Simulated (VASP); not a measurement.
Set up this calculation in VASP 6.6.1, as the native input.

- Task: relaxation of shape and atoms at fixed volume
- Functional: PBE
- Potentials or basis: VASP PAW PBE potentials, release 64 (Zn, Cd, Te)
- Cutoff: 600 eV
- k mesh: 6 × 6 × 2
- Occupations: gaussian, width 0.02 eV
- Spin: no spin polarisation
- Dipole correction: no
- Further INCAR settings: ALGO = Normal; EDIFF = 1e-06; IBRION = 2; EDIFFG = -0.01; NSW = 50; ISIF = 4

The structure of Zn3CdTe4 lies in POSCAR:

```
Zn3CdTe4
1.0
    4.4757656867      0.0000000000      0.0000000000
   -2.2378828433      3.8761267860      0.0000000000
    0.0000000000      0.0000000000     14.7942783859
Zn Cd Te
3 1 4
Direct
    0.3333333333      0.6666666667      0.5001730000
    0.6666666667      0.3333333333      0.2572110000
    0.6666666667      0.3333333333      0.7424750000
    0.3333333333      0.6666666667      0.0034490000
    0.3333333333      0.6666666667      0.1978140000
    0.3333333333      0.6666666667      0.6833560000
    0.6666666667      0.3333333333      0.4404490000
    0.6666666667      0.3333333333      0.9250730000
```

These files were run (other wordings do the same):

INCAR

```
PREC = Accurate
ENCUT = 600
EDIFF = 1E-6
ISMEAR = 0
SIGMA = 0.02
LREAL = F
LASPH = T
NELM = 80
ALGO = Normal
ISIF = 4
LWAVE = F
LCHARG = F
GGA = PE
IBRION = 2
NSW = 50
EDIFFG = -0.01
```

KPOINTS

```
Automatic mesh
0
Gamma
  6 6 2
```

Potentials or basis: VASP PAW PBE potentials, release 64 (Zn, Cd, Te).

Command:

```bash
$ cat potpaw_PBE.64/Zn/POTCAR potpaw_PBE.64/Cd/POTCAR potpaw_PBE.64/Te/POTCAR > POTCAR
$ mpirun -np 1 vasp_std > vasp.out
```

It gave:

```yaml
Energy_gained_by_relaxing: 0.0 meV/atom
Ionic_steps: 4
Pressure_after_relaxing: -1.1 GPa
Largest_force_after_relaxing: 0.007 eV/Å
Band_gap_on_the_k_mesh: 0.67 eV
```

Caveat: spin-orbit coupling is left out, which moves the levels of the heavy elements.

It took 3.7 min on 1 thread of AMD EPYC 9R45 96-Core Processor (Zen 5), on a shared host, peak memory 0.5 GiB.
